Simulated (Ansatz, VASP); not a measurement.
C: VASP beside Ansatz

```
CELL_PARAMETERS angstrom
0.00000 1.78340 1.78340
1.78340 0.00000 1.78340
1.78340 1.78340 0.00000
ATOMIC_POSITIONS crystal
C 0.50000 0.50000 0.50000
C 0.75000 0.75000 0.75000
```

Alike in both runs: task relaxation of cell and atoms; functional PBE; k mesh 12 × 12 × 12; occupations gaussian, width 0.02 eV; no spin polarisation.

|  | VASP | Ansatz |
| --- | --- | --- |
| version | VASP 6.6.1 | Ansatz 0.2.0 |
| potentials or method | VASP PAW PBE potentials, release 64 (C), cutoff 600 eV | scalar-relativistic, plane waves, PAW |
| valence electrons in the cell | 8 | 8 |

|  | VASP | Ansatz | Ansatz less VASP |
| --- | --- | --- | --- |
| gap on the k mesh at the Fermi level, each at its own relaxed structure (eV) | 4.14 | 4.15 | +0.007 |
| relaxed volume (Å³/atom) | 5.70 | 5.69 | -0.001 |
| relaxed cell length with the largest relative difference (Å) | 2.526 | 2.525 | -0.0001 |
